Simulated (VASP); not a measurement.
Input of a VASP 6.6.1 run:

File INCAR:

```
ALGO = Normal
EDIFF = 1E-6
ENCUT = 520
GGA = PE
ISIF = 2
ISMEAR = 0
ISPIN = 2
LASPH = True
LCHARG = False
LMAXMIX = 4
LORBIT = 11
LREAL = False
LWAVE = False
MAGMOM = 1.54 1.54 1.54 1.54 0 0
NBANDS = 52
NELM = 150
PREC = Accurate
SIGMA = 0.1
```

KPOINTS

```
k-points
0
Gamma
  4 4 4
```

The input POSCAR:

```
TlV2
1.0
    6.0112188852      0.0000000000      0.0000000000
    0.0000000000      6.0112188852      0.0000000000
    0.0000000000      0.0000000000      6.0112188852
V Tl
4 2
Direct
    0.2500000000      0.2500000000      0.2500000000
    0.2500000000      0.7500000000      0.7500000000
    0.7500000000      0.7500000000      0.2500000000
    0.7500000000      0.2500000000      0.7500000000
    0.0000000000      0.0000000000      0.0000000000
    0.5000000000      0.5000000000      0.5000000000
```

Potentials or basis: VASP PAW PBE potentials, release 64 (V_sv, Tl_d).

The run is started by

```bash
$ cat potpaw_PBE.64/V_sv/POTCAR potpaw_PBE.64/Tl_d/POTCAR > POTCAR
$ mpirun -np 1 vasp_std > vasp.out
```

**Question.** Estimate the pressure.

**Answer.** 0.2 GPa.

**Question.** Estimate the net moment.

**Answer.** 13.55 μB per cell.

**Question.** Estimate the site moments.

**Answer.** V +2.79; Tl +0.04 μB.
